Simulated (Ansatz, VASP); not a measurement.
Ru: VASP beside Ansatz

```
Ru
1.0
     0.00000    1.91500    1.97245
     1.91500    0.00000    1.97245
     1.91500    1.91500    0.00000
Ru
1
Direct
  0.00000 0.00000 0.00000
```

Change from the starting cell: strain +0.000 along x and y, +0.030 along z, atoms carried along.

Alike in both runs: task single point; functional LDA; k mesh 22 × 22 × 22; occupations gaussian, width 0.15 eV; no spin polarisation.

```csv
,VASP,Ansatz
version,VASP 6.6.1,Ansatz 0.2.0
potentials or method,"VASP PAW LDA potentials, release 64 (Ru_pv), cutoff 520 eV","scalar-relativistic, plane waves, PAW"
valence electrons in the cell,14,16
```

```tsv
	VASP	Ansatz	Ansatz less VASP
gap on the k mesh at the Fermi level (eV)	none	none	-
pressure (GPa)	-26.9	-27.4	-0.50
traceless stress, the component that is largest in VASP (GPa)	-4.43	-4.43	-0.006
```

LDA's correlation is that of Perdew and Zunger in VASP and of Perdew and Wang (1992) in Ansatz. A gap of «none» marks a metal or a gap that the smearing closes. VASP's potentials hold 14 valence electrons a cell and Ansatz's 16, so a difference there can come from the potentials and not from the codes.
